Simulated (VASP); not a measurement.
# BAs (km) (F-43m) in VASP: single point with PBEsol

Aim: the single point of BAs (km) with PBEsol.

Everything below comes from runs of VASP 6.6.1. Logs are shortened: lines on timing, memory, paths and dates and some standing lists are left out, and cuts for length are marked.

### Step 1. The cell of the first run

The structure is cubic, space group F-43m (No. 216). Conventional cell: a = 4.768 Å, b = 4.768 Å, c = 4.768 Å, α = 90.00°, β = 90.00°, γ = 90.00°. B (site symmetry -43m) has 4 As at 2.06 Å within 2.7 Å. Within 2.7 Å of As (site symmetry -43m) lie 4 B at 2.06 Å.

### Step 2. Single point, PBEsol

File INCAR:

```
PREC     = Accurate       # precision mode
ENCUT    = 500            # plane-wave cutoff, eV
EDIFF    = 1E-6           # SCF threshold, eV
ISMEAR   = 0              # smearing method
SIGMA    = 0.02           # smearing width, eV
LREAL    = False          # projectors in reciprocal space
LASPH    = True           # aspherical terms in the spheres
NELM     = 120            # most SCF steps
ALGO     = Normal         # electronic algorithm
ISIF     = 2              # what is computed and relaxed
LWAVE    = False          # write WAVECAR
LCHARG   = True           # write CHGCAR
GGA      = PS             # functional
LELF     = True           # ELF
LVHAR    = True         
NBANDS   = 11             # bands
GGA_COMPAT= False
```

File KPOINTS:

```
regular mesh
0
Gamma
  4 4 4
```

File POSCAR:

```
BAs
1.0
    0.0000000000      2.3838665776      2.3838665776
    2.3838665776      0.0000000000      2.3838665776
    2.3838665776      2.3838665776      0.0000000000
B As
1 1
Direct
    0.0000000000      0.0000000000      0.0000000000
    0.2500000000      0.2500000000      0.2500000000
```

Potentials or basis: VASP PAW PBE potentials, release 64 (B, As).

Run with:

```bash
> cat potpaw_PBE.64/B/POTCAR potpaw_PBE.64/As/POTCAR > POTCAR
> mpirun -np 1 vasp_std > vasp.out
```

OUTCAR:

```text
PREC = Accurate
   ENCUT = 500
   EDIFF = 1E-6
   ISMEAR = 0
   LREAL = False
   LASPH = True
   NELM = 120
   ISIF = 2
   GGA = PS

 ion  position               nearest neighbor table
   1  0.000  0.000  0.000-   2 2.06   2 2.06   2 2.06   2 2.06
   2  0.250  0.250  0.250-   1 2.06   1 2.06   1 2.06   1 2.06

  LATTYP: Found a face centered cubic cell.
 ALAT       =     4.7677331552

  Lattice vectors:

 A1 = (   0.0000000000,   2.3838665776,   2.3838665776)
 A2 = (   2.3838665776,   0.0000000000,   2.3838665776)
 A3 = (   2.3838665776,   2.3838665776,   0.0000000000)

Analysis of symmetry for initial positions (statically):
=====================================================================
 Subroutine PRICEL returns:
 Original cell was already a primitive cell.

 Routine SETGRP: Setting up the symmetry group for a
 face centered cubic supercell.

 Subroutine GETGRP returns: Found 24 space group operations
 (whereof 24 operations were pure point group operations)
 out of a pool of 48 trial point group operations.

The static configuration has the point symmetry T_d .

Analysis of symmetry for dynamics (positions and initial velocities):
=====================================================================
 Subroutine PRICEL returns:
 Original cell was already a primitive cell.

 Routine SETGRP: Setting up the symmetry group for a
 face centered cubic supercell.

 Subroutine GETGRP returns: Found 24 space group operations
 (whereof 24 operations were pure point group operations)
 out of a pool of 48 trial point group operations.

The dynamic configuration has the point symmetry T_d .

 Subroutine INISYM returns: Found 24 space group operations
 (whereof 24 operations are pure point group operations),
 and found     1 'primitive' translations

----------------------------------------------------------------------------------------

                                     Primitive cell

  volume of cell :      27.0942

  direct lattice vectors                    reciprocal lattice vectors
     0.000000000  2.383866578  2.383866578    -0.209743282  0.209743282  0.209743282
     2.383866578  0.000000000  2.383866578     0.209743282 -0.209743282  0.209743282
     2.383866578  2.383866578  0.000000000     0.209743282  0.209743282 -0.209743282

  length of vectors
     3.371296445  3.371296445  3.371296445     0.363286021  0.363286021  0.363286021

  position of ions in fractional coordinates (direct lattice)
     0.000000000  0.000000000  0.000000000
     0.250000000  0.250000000  0.250000000

  ion indices of the primitive-cell ions
   primitive index   ion index
                 1           1
                 2           2

----------------------------------------------------------------------------------------

 KPOINTS: regular mesh

Automatic generation of k-mesh.
 Grid dimensions read from file:
 generate k-points for:    4    4    4

 Generating k-lattice:

  Cartesian coordinates                     Fractional coordinates (reciprocal lattice)
    -0.052435821  0.052435821  0.052435821     0.250000000  0.000000000  0.000000000
     0.052435821 -0.052435821  0.052435821     0.000000000  0.250000000  0.000000000
     0.052435821  0.052435821 -0.052435821     0.000000000  0.000000000  0.250000000

  Length of vectors
     0.090821505  0.090821505  0.090821505

  Shift w.r.t. Gamma in fractional coordinates (k-lattice)
     0.000000000  0.000000000  0.000000000

 Subroutine IBZKPT returns following result:
 ===========================================

 Found      8 irreducible k-points:

 Following reciprocal coordinates:
            Coordinates               Weight
  0.000000  0.000000  0.000000      1.000000
  0.250000  0.000000  0.000000      8.000000
  0.500000  0.000000  0.000000      4.000000
  0.250000  0.250000  0.000000      6.000000
  0.500000  0.250000  0.000000     24.000000
 -0.250000  0.250000  0.000000     12.000000
  0.500000  0.500000  0.000000      3.000000
 -0.250000  0.500000  0.250000      6.000000
   k-points           NKPTS =      8   k-points in BZ     NKDIM =      8   number of bands    NBANDS=     11
   number of dos      NEDOS =    301   number of ions     NIONS =      2
   total plane-waves  NPLWV =  21952
   dimension x,y,z NGX =    28 NGY =   28 NGZ =   28
   dimension x,y,z NGXF=    56 NGYF=   56 NGZF=   56
   ions per type =               1   1
   NGX,Y,Z   is equivalent  to a cutoff of  13.81, 13.81, 13.81 a.u.
   NGXF,Y,Z  is equivalent  to a cutoff of  27.61, 27.61, 27.61 a.u.
 SYSTEM =  unknown system
   PREC   = accura    normal or accurate (medium, high low for compatibility)
   ISTART =      0    job   : 0-new  1-cont  2-samecut
   ICHARG =      2    charge: 1-file 2-atom 10-const
   ISPIN  =      1    spin polarized calculation?
   LNONCOLLINEAR =      F non collinear calculations
   LSORBIT =      F    spin-orbit coupling
   LASPH  =      T    aspherical Exc in radial PAW
   ENCUT  =  500.0 eV  36.75 Ry    6.06 a.u.   6.15  6.15  6.15*2*pi/ulx,y,z
   NELM   =    120;   NELMIN=  2; NELMDL= -5     # of ELM steps
   EDIFF  = 0.1E-05   stopping-criterion for ELM
   LREAL  =      F    real-space projection
   EDIFFG = 0.1E-04   stopping-criterion for IOM
   NSW    =      0    number of steps for IOM
   IBRION =     -1    ionic relax: 0-MD 1-quasi-New 2-CG
   NFREE  =      0    steps in history (QN), initial steepest desc. (CG)
   ISIF   =      2    stress and relaxation
   ISYM   =      2    0-nonsym 1-usesym 2-fastsym
   POTIM  = 0.5000    time-step for ionic-motion
   TEBEG  =    0.0;   TEEND  =   0.0 temperature during run
   PSTRESS=    0.0 pullay stress
   NELECT =       8.0000    total number of electrons
   NUPDOWN=      -1.0000    fix difference up-down
   EMIN   =  10.00;   EMAX   =-10.00  energy-range for DOS
   EFERMI =   0.00;   METHOD = LEGACY
   ISMEAR =     0;   SIGMA  =   0.02  broadening in eV -4-tet -1-fermi 0-gaus
   EFERMI_NEDOS =   21; number of points for ismear=-14 and -15
   IALGO  =     38    algorithm
   IMIX   =      4    mixing-type and parameters
     AMIX     =   0.40;   BMIX     =  1.00
     AMIX_MAG =   1.60;   BMIX_MAG =  1.00
  volume/ion in A,a.u.               =      13.55        91.42
  Fermi-wavevector in a.u.,A,eV,Ry     =   1.090133  2.060053 16.169032  1.188390
  Thomas-Fermi vector in A             =   2.226351
   LORBIT       =      0    0 simple, 1 ext, 2 COOP (PROOUT), +10 PAW based schemes
   GGA     = PS    functional components
   LHFCALC =     F    Hartree Fock is set to
   AEXX    =    0.0000 exact exchange contribution
   IVDW    =     0    specifies the selected vdW correction
   LEPSILON=     F    determine dielectric tensor
   LRPA    =     F    only Hartree local field effects (RPA)
 non-spin polarized calculation
 Gauss-broadening in eV      SIGMA  =   0.02
  energy-cutoff  :      500.00
  volume of cell :       27.09
 maximum number of plane-waves:       701
 NGX is ok and might be reduce to    28
   NGX = 13   NGY = 13   NGZ = 13

 number of electron       8.0000000 magnetization

 Free energy of the ion-electron system (eV)
  ---------------------------------------------------
  ext. energy  EPLUGINS =         0.00000000
  ---------------------------------------------------
  free energy    TOTEN  =       -12.01797674 eV

  energy without entropy =      -12.01797674  energy(sigma->0) =      -12.01797674

 E-fermi :   6.3217     XC(G=0): -10.7384

 val. band max:        6.1495044045   @ k =   0.0000   0.0000   0.0000
 cond. band min:       7.4355759821   @ k =   0.5000   0.5000   0.0000
 fundamental gap:      1.2860715776
 Fermi energy:         6.3217043202

 k-point     1 :       0.0000    0.0000    0.0000
  band No.  band energies     occupation
      1      -9.3548      2.00000
      2       6.1495      2.00000
      3       6.1495      2.00000
      4       6.1495      2.00000
      5       9.3784      0.00000
      6       9.3784      0.00000
      7       9.3784      0.00000
      8      10.9059      0.00000
      9      15.5064      0.00000
     10      19.0777      0.00000
     11      19.0777      0.00000

 k-point     2 :       0.2500    0.0000    0.0000
  band No.  band energies     occupation
      1      -8.3443      2.00000
      2       1.1553      2.00000
      3       4.9821      2.00000
      4       4.9821      2.00000
      5       9.1968      0.00000
      6      10.7625      0.00000
      7      10.7625      0.00000
      8      14.0330      0.00000
      9      17.2484      0.00000
     10      17.2858      0.00000
     11      17.2858      0.00000

 k-point     3 :       0.5000    0.0000    0.0000
  band No.  band energies     occupation
      1      -6.4458      2.00000
      2      -2.7411      2.00000
      3       4.3050      2.00000
      4       4.3050      2.00000
      5       8.8295      0.00000
      6      10.8615      0.00000
      7      10.8615      0.00000
      8      14.8462      0.00000
      9      18.7437      0.00000
     10      20.6717      0.00000
     11      20.6717      0.00000

 k-point     4 :       0.2500    0.2500    0.0000
  band No.  band energies     occupation
      1      -7.9972      2.00000
      2       2.0443      2.00000
      3       3.3985      2.00000
      4       3.3985      2.00000
      5       7.7032      0.00000
      6      10.5658      0.00000
      7      13.5430      0.00000
      8      13.5430      0.00000
      9      16.4128      0.00000
     10      19.8430      0.00000
     11      20.5768      0.00000

 k-point     5 :       0.5000    0.2500    0.0000
  band No.  band energies     occupation
      1      -6.0427      2.00000
      2      -1.6283      2.00000
      3       1.3380      2.00000
      4       2.9233      2.00000
      5       8.4258      0.00000
      6      11.9343      0.00000
      7      13.7903      0.00000
      8      14.0357      0.00000
      9      18.0897      0.00000
     10      21.1103      0.00000
     11      21.8161      0.00000

 k-point     6 :      -0.2500    0.2500    0.0000
  band No.  band energies     occupation
      1      -6.8095      2.00000
      2      -0.5379      2.00000
      3       0.9653      2.00000
      4       4.1525      2.00000
      5       9.5925      0.00000
      6      12.2362      0.00000
      7      13.0633      0.00000
      8      13.5101      0.00000
      9      16.4085      0.00000
     10      18.1993      0.00000
     11      21.7282      0.00000

 k-point     7 :       0.5000    0.5000    0.0000
  band No.  band energies     occupation
      1      -5.1266      2.00000
      2      -2.4251      2.00000
      3       2.0082      2.00000
      4       2.0082      2.00000
      5       7.4356      0.00000
      6       7.4575      0.00000
      7      17.5461      0.00000
      8      17.5461      0.00000
      9      18.9831      0.00000
     10      23.4055      0.00000
     11      23.9198      0.00000

 k-point     8 :      -0.2500    0.5000    0.2500
  band No.  band energies     occupation
      1      -4.9575      2.00000
      2      -1.9333      2.00000
      3       0.5468      2.00000
      4       0.8463      2.00000
      5      11.3008      0.00000
      6      12.0804      0.00000
      7      12.8076      0.00000
      8      13.1752      0.00000
      9      18.4327      0.00000
     10      21.6770      0.00000
     11      21.7875      0.00000

------------------------ aborting loop because EDIFF is reached ----------------------------------------

  FORCE on cell =-STRESS in cart. coord.  units (eV):
  Direction    XX          YY          ZZ          XY          YZ          ZX
  --------------------------------------------------------------------------------------
  -------------------------------------------------------------------------------------
  Total        0.2548278      0.2548278      0.2548278      0.0000000      0.0000000     -0.0000000
  in kB       15.0689020     15.0689020     15.0689020      0.0000000      0.0000000     -0.0000000
  external PRESSURE =      15.0689020 kB  Pullay stress =       0.0000000 kB

 VOLUME and BASIS-vectors are now :
 -----------------------------------------------------------------------------
  energy-cutoff  :      500.00
  volume of cell :       27.09
      direct lattice vectors                 reciprocal lattice vectors
     0.000000000  2.383866578  2.383866578    -0.209743282  0.209743282  0.209743282
     2.383866578  0.000000000  2.383866578     0.209743282 -0.209743282  0.209743282
     2.383866578  2.383866578  0.000000000     0.209743282  0.209743282 -0.209743282

 POSITION                                       TOTAL-FORCE (eV/Angst)
 -----------------------------------------------------------------------------------
      0.00000      0.00000      0.00000        -0.000000     -0.000000      0.000000
      1.19193      1.19193      1.19193         0.000000      0.000000     -0.000000
 -----------------------------------------------------------------------------------
    total drift:                               -0.000000     -0.000000     -0.000000

  FREE ENERGIE OF THE ION-ELECTRON SYSTEM (eV)
  ---------------------------------------------------
  free  energy   TOTEN  =       -12.0179767436 eV

  energy  without entropy=      -12.0179767436  energy(sigma->0) =      -12.01797674
```

Wall time 3.6 s (1 thread of AMD EPYC 9R45 (Zen 5), shared host); peak memory 0.12 GiB.

Results:

- Free energy: -12.0180 eV
- Pressure: 1.5 GPa
- Band gap on the k mesh: 1.29 eV, indirect (least direct gap 3.23 eV)

Caveat: the k points lie up to 0.57 Å⁻¹ apart; the PAW data sets were made with another functional, which shifts forces and pressure a little. Expect the measured gap to be larger: semilocal functionals such as PBEsol lack the derivative discontinuity.
